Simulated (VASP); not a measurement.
## PbS: single point with PBE

The system is PbS.

```
Pb S
1.0
     0.00000    3.34584    3.34584
     3.34584    0.00000    3.34584
     3.34584    3.34584    0.00000
Pb S
1 1
Cartesian
  0.0000 0.0000 0.0000
  1.6729 1.6729 1.6729
```

This cell differs from its parent crystal: volume scaled by 1.020.

```
Program             : VASP 6.6.1
Task                : single point
Functional          : PBE
Potentials or basis : VASP PAW PBE potentials, release 64 (Pb_d, S)
Cutoff              : 520 eV
k mesh              : 10 × 10 × 10
Occupations         : gaussian, width 0.05 eV
Spin                : no spin polarisation
```

```
Pressure               : -0.7 GPa
Band gap on the k mesh : 0.93 eV, indirect (least direct gap 1.32 eV)
```

Levels at points of the mesh, in eV from the valence-band top:
```tsv
k point	band 8	band 9	band 10	band 11	band 12	band 13
(0.00, 0.00, 0.00)	-1.56	-1.56	-1.56	2.55	2.55	2.55
(0.50, 0.00, 0.00)	-2.03	-2.03	-1.79	3.24	3.24	3.56
(0.50, 0.50, 0.00)	-2.69	-2.69	-0.39	0.93	4.99	4.99
```

Wall time 26 s on 1 thread of Intel(R) Xeon(R) 6975P-C (Granite Rapids) (shared host), peak memory 0.22 GiB.

Caveat: spin-orbit coupling is left out, which moves the levels of the heavy elements. A k mesh can miss the band edges.
